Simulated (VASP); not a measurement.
# In (Im-3m) in VASP: notebook

The runs below take In through relaxation of cell and atoms, with RPBE+D3(BJ), RPBE+D4.

Everything below comes from runs of VASP 6.6.1. Logs are shortened: lines on timing, memory, paths and dates and some standing lists are left out, and cuts for length are marked.

**1. The cell of the first run**

The structure is cubic, space group Im-3m (No. 229). Conventional cell: a = 3.765 Å, b = 3.765 Å, c = 3.765 Å, α = 90.00°, β = 90.00°, γ = 90.00°. Within 4.3 Å of In (site symmetry m-3m) lie 14 In at 3.26 to 3.77 Å.

**2. Relaxation of cell and atoms, RPBE+D3(BJ)**

INCAR reads:

```
SYSTEM = In
  ALGO = Normal
  EDIFF = 1E-6
  EDIFFG = -0.01
  ENCUT = 600
  GGA = RP
  IBRION = 2
  ISIF = 3
  ISMEAR = -1
  IVDW = 12
  LASPH = .TRUE.
  LCHARG = .FALSE.
  LREAL = .FALSE.
  LWAVE = .FALSE.
  NELM = 80
  NSW = 60
  PREC = Accurate
  SIGMA = 0.05
```

KPOINTS reads:

```
k-points
0
G
  10 10 10
  0 0 0
```

POSCAR reads:

```
In
1.0
   -1.8825252400      1.8825252400      1.8825252400
    1.8825252400     -1.8825252400      1.8825252400
    1.8825252400      1.8825252400     -1.8825252400
In
1
Direct
    0.0000000000      0.0000000000      0.0000000000
```

Potentials or basis: VASP PAW PBE potentials, release 64 (In_d).

Launch:

```
$ cat potpaw_PBE.64/In_d/POTCAR > POTCAR
$ mpirun -np 1 vasp_std > vasp.out
```

OUTCAR:

```text
SYSTEM = In
   EDIFF = 1E-6
   EDIFFG = -0.01
   ENCUT = 600
   GGA = RP
   IBRION = 2
   ISIF = 3
   ISMEAR = -1
   IVDW = 12
   LASPH = .TRUE.
   LREAL = .FALSE.
   NELM = 80
   NSW = 60
   PREC = Accurate
 IVDW          = 12

 ion  position               nearest neighbor table
   1  0.000  0.000  0.000-

  LATTYP: Found a body centered cubic cell.
 ALAT       =     3.7650504800

  Lattice vectors:

 A1 = (  -1.8825252400,   1.8825252400,   1.8825252400)
 A2 = (   1.8825252400,  -1.8825252400,   1.8825252400)
 A3 = (   1.8825252400,   1.8825252400,  -1.8825252400)

Analysis of symmetry for initial positions (statically):
=====================================================================
 Subroutine PRICEL returns:
 Original cell was already a primitive cell.

 Routine SETGRP: Setting up the symmetry group for a
 body centered cubic supercell.

 Subroutine GETGRP returns: Found 48 space group operations
 (whereof 48 operations were pure point group operations)
 out of a pool of 48 trial point group operations.

The static configuration has the point symmetry O_h .

Analysis of symmetry for dynamics (positions and initial velocities):
=====================================================================
 Subroutine PRICEL returns:
 Original cell was already a primitive cell.

 Routine SETGRP: Setting up the symmetry group for a
 body centered cubic supercell.

 Subroutine GETGRP returns: Found 48 space group operations
 (whereof 48 operations were pure point group operations)
 out of a pool of 48 trial point group operations.

The dynamic configuration has the point symmetry O_h .

 Subroutine INISYM returns: Found 48 space group operations
 (whereof 48 operations are pure point group operations),
 and found     1 'primitive' translations

----------------------------------------------------------------------------------------

                                     Primitive cell

  volume of cell :      26.6859

  direct lattice vectors                    reciprocal lattice vectors
    -1.882525240  1.882525240  1.882525240     0.000000000  0.265600689  0.265600689
     1.882525240 -1.882525240  1.882525240     0.265600689  0.000000000  0.265600689
     1.882525240  1.882525240 -1.882525240     0.265600689  0.265600689  0.000000000

  length of vectors
     3.260629362  3.260629362  3.260629362     0.375616096  0.375616096  0.375616096

  position of ions in fractional coordinates (direct lattice)
     0.000000000  0.000000000  0.000000000

  ion indices of the primitive-cell ions
   primitive index   ion index
                 1           1

----------------------------------------------------------------------------------------

 KPOINTS: k-points
[... 61 lines left out ...]
   ICHARG =      2    charge: 1-file 2-atom 10-const
   ISPIN  =      1    spin polarized calculation?
   LNONCOLLINEAR =      F non collinear calculations
   LSORBIT =      F    spin-orbit coupling
   LASPH  =      T    aspherical Exc in radial PAW
   ENCUT  =  600.0 eV  44.10 Ry    6.64 a.u.   6.51  6.51  6.51*2*pi/ulx,y,z
   NELM   =     80;   NELMIN=  2; NELMDL= -5     # of ELM steps
   EDIFF  = 0.1E-05   stopping-criterion for ELM
   LREAL  =      F    real-space projection
   EDIFFG = -.1E-01   stopping-criterion for IOM
   NSW    =     60    number of steps for IOM
   IBRION =      2    ionic relax: 0-MD 1-quasi-New 2-CG
   NFREE  =      1    steps in history (QN), initial steepest desc. (CG)
   ISIF   =      3    stress and relaxation
   ISYM   =      2    0-nonsym 1-usesym 2-fastsym
   POTIM  = 0.5000    time-step for ionic-motion
   TEBEG  =    0.0;   TEEND  =   0.0 temperature during run
   PSTRESS=    0.0 pullay stress
   NELECT =      13.0000    total number of electrons
   NUPDOWN=      -1.0000    fix difference up-down
   EMIN   =  10.00;   EMAX   =-10.00  energy-range for DOS
   EFERMI =   0.00;   METHOD = LEGACY
   ISMEAR =    -1;   SIGMA  =   0.05  broadening in eV -4-tet -1-fermi 0-gaus
   EFERMI_NEDOS =   21; number of points for ismear=-14 and -15
   IALGO  =     38    algorithm
   IMIX   =      4    mixing-type and parameters
     AMIX     =   0.40;   BMIX     =  1.00
     AMIX_MAG =   1.60;   BMIX_MAG =  1.00
  volume/ion in A,a.u.               =      26.69       180.09
  Fermi-wavevector in a.u.,A,eV,Ry     =   1.288136  2.434225 22.576080  1.659295
  Thomas-Fermi vector in A             =   2.420108
   LORBIT       =      0    0 simple, 1 ext, 2 COOP (PROOUT), +10 PAW based schemes
   GGA     = RP    functional components
   LHFCALC =     F    Hartree Fock is set to
   AEXX    =    0.0000 exact exchange contribution
   IVDW    =    12    specifies the selected vdW correction
   LEPSILON=     F    determine dielectric tensor
   LRPA    =     F    only Hartree local field effects (RPA)
 conjugate gradient relaxation of ions
 non-spin polarized calculation
  energy-cutoff  :      600.00
  volume of cell :       26.69
 maximum number of plane-waves:       935
 NGX is ok and might be reduce to    28
   NGX = 13   NGY = 13   NGZ = 13

--------------------------------------- Ionic step        1  -------------------------------------------

 number of electron      12.9999996 magnetization

 Free energy of the ion-electron system (eV)
  ---------------------------------------------------
  ext. energy  EPLUGINS =         0.00000000
  ---------------------------------------------------
  free energy    TOTEN  =        -2.17543391 eV

  energy without entropy =       -2.16993032  energy(sigma->0) =       -2.17268211

 E-fermi :   7.3822     XC(G=0): -10.0654

 val. band max:        7.1316218672   @ k =   0.3000   0.2000   0.0000
 cond. band min:       7.3880772818   @ k =   0.3000   0.3000   0.0000
 fundamental gap:      0.2564554146
 Fermi energy:         7.3822058908

 k-point     1 :       0.0000    0.0000    0.0000
  band No.  band energies     occupation
      1      -7.2816      2.00000
      2      -7.2816      2.00000
      3      -7.2816      2.00000
      4      -7.0198      2.00000
      5      -7.0198      2.00000
      6      -1.9569      2.00000
      7      18.4084      0.00000
      8      18.4084      0.00000
      9      18.4084      0.00000
     10      20.3302      0.00000
[... 493 lines left out ...]
--------------------------------------- Ionic step        6  -------------------------------------------

 number of electron      12.9999998 magnetization

 Free energy of the ion-electron system (eV)
  ---------------------------------------------------
  ext. energy  EPLUGINS =         0.00000000
  ---------------------------------------------------
  free energy    TOTEN  =        -1.68212848 eV

  energy without entropy =       -1.68004459  energy(sigma->0) =       -1.68108653

 E-fermi :  11.0363     XC(G=0): -11.4446

 val. band max:       10.8044363401   @ k =   0.3000   0.2000   0.0000
 cond. band min:      11.0843594805   @ k =  -0.4000   0.4000   0.2000
 fundamental gap:      0.2799231404
 Fermi energy:        11.0362504619

 k-point     1 :       0.0000    0.0000    0.0000
  band No.  band energies     occupation
      1      -4.2012      2.00000
      2      -4.2012      2.00000
      3      -4.2012      2.00000
      4      -3.6856      2.00000
      5      -3.6856      2.00000
      6      -0.5572      2.00000
      7      24.6021      0.00000
      8      24.6021      0.00000
      9      24.6021      0.00000
     10      25.3761      0.00000
[... 331 lines left out ...]
  FREE ENERGIE OF THE ION-ELECTRON SYSTEM (eV)
  ---------------------------------------------------
  free  energy   TOTEN  =        -4.5639801327 eV

  energy  without entropy=       -4.5618962417  energy(sigma->0) =       -4.56293819

 reached required accuracy - stopping structural energy minimisation
```

OSZICAR:

```text
N       E                     dE             d eps       ncg     rms          rms(c)
DAV:   1     0.753213872839E+02    0.75321E+02   -0.70440E+03   942   0.179E+03
[... 52 lines left out ...]
DAV:   1    -0.168458455791E+01    0.11303E-01   -0.60360E-02  1068   0.622E+00    0.319E-01
DAV:   2    -0.168243114402E+01    0.21534E-02   -0.44894E-03  1048   0.178E+00    0.107E-01
DAV:   3    -0.168213135127E+01    0.29979E-03   -0.94279E-04  1234   0.792E-01    0.478E-02
DAV:   4    -0.168212514702E+01    0.62042E-05   -0.33373E-05  1018   0.627E-02    0.164E-02
DAV:   5    -0.168212675827E+01   -0.16112E-05   -0.22508E-06  1062   0.214E-02    0.899E-03
DAV:   6    -0.168212859766E+01   -0.18394E-05   -0.11193E-06   966   0.885E-03    0.114E-03
DAV:   7    -0.168212847962E+01    0.11804E-06   -0.12582E-08   474   0.160E-03
   6 F= -.45639801E+01 E0= -.45629382E+01  d E =-.129604E-03
```

CONTCAR:

```text
In
   1.00000000000000
    -1.7173383761568988    1.7173383761568988    1.7173383761568988
     1.7173383761568988   -1.7173383761568988    1.7173383761568988
     1.7173383761568988    1.7173383761568988   -1.7173383761568988
  In
     1
Direct
     0.0000000000000000    1.0000000000000000    0.0000000000000000

  0.00000000E+00  0.00000000E+00  0.00000000E+00
```

Wall time 2.2 min (1 thread of Intel Xeon 8259CL, shared host); peak memory 0.18 GiB.

Results:

| Quantity | Value |
| --- | --- |
| Free energy | -4.5640 eV |
| Relaxed volume | 20.26 Å³/atom |
| Relaxed cell | a = 2.975 Å, b = 2.975 Å, c = 2.975 Å, α = 109.47°, β = 109.47°, γ = 109.47° |
| Space group after relaxing (to 0.05 Å) | Im-3m (No. 229) |
| Energy gained by relaxing | 395.1 meV/atom |
| Ionic steps | 6 |
| Pressure after relaxing | 0.0 GPa |
| Dispersion energy per atom | -2.882 eV |

The path:
```
step  energy change (eV)  largest force (eV/Å)  pressure (GPa)  volume (Å³)
   1              0.0000                0.0000          -14.68        26.69
   2             -0.3179                0.0000           14.03        18.31
   3             -0.3950                0.0000           -0.15        20.29
   4             -0.3949                0.0000            0.48        20.17
   5             -0.3949                0.0000           -0.41        20.34
   6             -0.3951                0.0000            0.01        20.26
```

Final structure:
```
In
1.0
    -1.71734    1.71734    1.71734
     1.71734   -1.71734    1.71734
     1.71734    1.71734   -1.71734
In
1
Direct
  0.00000 0.00000 0.00000
```

Caveat: the volume moved by over 15 % at a fixed basis, so the end points are rough; the PAW data sets were made with another functional, which shifts forces and pressure a little; spin-orbit coupling is left out, which moves the levels of the heavy elements; pairwise dispersion overbinds metals, which lowers pressure and volume.

**3. Relaxation of cell and atoms, RPBE+D4**

INCAR reads:

```
SYSTEM = In
PREC     = Accurate       ! precision mode
ENCUT    = 600            ! plane-wave cutoff, eV
EDIFF    = 1E-6           ! SCF threshold, eV
ISMEAR   = -1             ! smearing method
SIGMA    = 0.05           ! smearing width, eV
LREAL    = .False.        ! projectors in reciprocal space
LASPH    = .True.         ! aspherical terms in the spheres
NELM     = 100            ! most SCF steps
ALGO     = Normal         ! electronic algorithm
ISIF     = 3              ! what is computed and relaxed
LWAVE    = .False.        ! write WAVECAR
LCHARG   = .False.        ! write CHGCAR
GGA      = RP             ! functional
IVDW     = 13             ! dispersion correction
IBRION   = 2              ! ionic algorithm
NSW      = 60             ! ionic steps
EDIFFG   = -0.01          ! ionic threshold
```

KPOINTS reads:

```
regular mesh
0
Gamma
  10 10 10
  0 0 0
```

POSCAR is that of step 2.

Potentials or basis: VASP PAW PBE potentials, release 64 (In_d).

Launch:

```
$ cat potpaw_PBE.64/In_d/POTCAR > POTCAR
$ mpirun -np 1 vasp_std > vasp.out
```

Wall time 43 s (1 thread of Intel Xeon 8259CL, shared host); peak memory 0.17 GiB.

The run converged. Its results:

| Quantity | Value |
| --- | --- |
| Free energy | -2.7793 eV |
| Relaxed volume | 26.52 Å³/atom |
| Relaxed cell | a = 3.254 Å, b = 3.254 Å, c = 3.254 Å, α = 109.47°, β = 109.47°, γ = 109.47° |
| Space group after relaxing (to 0.05 Å) | Im-3m (No. 229) |
| Energy gained by relaxing | 0.1 meV/atom |
| Ionic steps | 2 |
| Pressure after relaxing | 0.0 GPa |
| Dispersion energy per atom | -0.607 eV |

Final structure:
```cif
data_structure
_symmetry_space_group_name_H-M 'P 1'
_symmetry_Int_Tables_number 1
_cell_length_a 3.2541
_cell_length_b 3.2541
_cell_length_c 3.2541
_cell_angle_alpha 109.471
_cell_angle_beta 109.471
_cell_angle_gamma 109.471
_cell_volume 26.52
loop_
_atom_site_label
_atom_site_type_symbol
_atom_site_fract_x
_atom_site_fract_y
_atom_site_fract_z
_atom_site_occupancy
In1 In 0.00000 0.00000 0.00000 1
```

Levels at points of the mesh, in eV from the Fermi level:
```csv
k point,band 3,band 4,band 5,band 6,band 7,band 8,band 9,band 10
"(0.00, 0.00, 0.00)",-14.67,-14.40,-14.40,-9.38,11.09,11.09,11.09,12.97
"(0.50, 0.00, 0.00)",-14.42,-14.41,-14.24,-3.83,-3.09,5.95,7.35,10.05
"(0.50, 0.50, 0.50)",-14.28,-14.28,-14.28,1.07,1.33,1.33,1.33,5.25
```

Caveat: the PAW data sets were made with another functional, which shifts forces and pressure a little; spin-orbit coupling is left out, which moves the levels of the heavy elements; pairwise dispersion overbinds metals, which lowers pressure and volume.
